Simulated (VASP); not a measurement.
Al, 2 atoms in the cell. It takes space group P6_3/mmc (No. 194, hexagonal). Conventional cell: a = 3.009 Å, b = 3.009 Å, c = 4.787 Å, α = 90.00°, β = 90.00°, γ = 120.00°. Within 3.9 Å of Al (site symmetry -6m2) lie 12 Al at 2.96 to 3.01 Å. This isn't the form of Al at room conditions, which is fcc.

| Item | Value |
| --- | --- |
| Program | VASP 6.6.1 |
| Task | single point |
| Functional | PBEsol |
| Potentials or basis | VASP PAW PBE potentials, release 64 (Al) |
| Cutoff | 520 eV |
| k mesh | 18 × 18 × 10 |
| Occupations | gaussian, width 0.15 eV |
| Spin | no spin polarisation |
| Dipole correction | no |
| Further INCAR settings | ALGO = Fast; EDIFF = 1e-06; NBANDS = 10 |

Potentials or basis: VASP PAW PBE potentials, release 64 (Al).

The run is started by

```sh
$ cat potpaw_PBE.64/Al/POTCAR > POTCAR
$ mpirun -np 1 vasp_std > vasp.out
```

Hardware: 1 thread of Intel(R) Xeon(R) 6975P-C (Granite Rapids) (shared host).

Problem. How long does it take, and how much memory?

Solution. It took 18 s on 1 thread of Intel(R) Xeon(R) 6975P-C (Granite Rapids), with other jobs on the host, peak memory 0.19 GiB. Counts: scf iterations 10, k points 222.
